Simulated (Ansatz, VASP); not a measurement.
## ZrB2 in VASP and in Ansatz

The input INCAR:

```
SYSTEM = ZrB2
PREC = Accurate
ENCUT = 520
EDIFF = 1E-8
ISMEAR = -1
SIGMA = 0.03
LREAL = .FALSE.
LASPH = .TRUE.
NELM = 60
ALGO = Normal
ISIF = 2
LWAVE = .FALSE.
LCHARG = .FALSE.
LEFG = .TRUE.
NBANDS = 16
```

The input KPOINTS:

```
regular mesh
0
G
  13 13 10
  0 0 0
```

File POSCAR:

```
ZrB2
1.0
    3.1222243140      0.0000000000      0.0000000000
   -1.5611121570      2.7039255722      0.0000000000
    0.0000000000      0.0000000000      3.4724266007
Zr B
1 2
Direct
    0.0000000000      0.0000000000      0.0000000000
    0.3333333333      0.6666666667      0.5000000000
    0.6666666667      0.3333333333      0.5000000000
```

Input for Ansatz:

```yaml
crystal:
  lattice:
    - [3.122224314, 0.0, 0.0]
    - [-1.561112157, 2.7039255722, 0.0]
    - [0.0, 0.0, 3.4724266007]
  atoms:
    - { symbol: Zr, position: [0.0, 0.0, 0.0] }
    - { symbol: B, position: [0.3333333333, 0.6666666667, 0.5] }
    - { symbol: B, position: [0.6666666667, 0.3333333333, 0.5] }
kpoints:
  mp_grid: { grid: [13, 13, 10] }
scf:
  occupations: { method: fermi_dirac, width: 0.03 }
hamiltonian:
  xc: lda
  pseudopotentials: { kind: all_electron, datasets: crystal }
output:
  forces: true
  stress: true
  eigenvalues: true
  efg: { contact_densities: true }
```

Change from the starting cell: volume scaled by 0.96, crystal datasets.

Alike in both runs: task electric field gradients; functional LDA; k mesh 13 × 13 × 10; occupations fermi-dirac, width 0.03 eV; no spin polarisation.

```csv
,VASP,Ansatz
version,VASP 6.6.1,Ansatz 0.2.0
potentials or method,"VASP PAW LDA potentials, release 64 (Zr_sv, B), cutoff 520 eV","all-electron PAW with datasets made for the crystal, scalar-relativistic"
```

Ansatz gave:

```
pressure (GPa)                                                : 3.1
traceless stress, the component that is largest in VASP (GPa) : 0.38
size of Vzz on the site where it differs most (V/Å²)          : 47.9
```

**Question.** What did VASP give for the same quantities?

**Answer.** Pressure (GPa): 3.6; traceless stress, the component that is largest in VASP (GPa): 0.39; size of Vzz on the site where it differs most (V/Å²): 45.1.

LDA's correlation is that of Perdew and Zunger in VASP and of Perdew and Wang (1992) in Ansatz. Ansatz ran all-electron here, and VASP with PAW potentials.
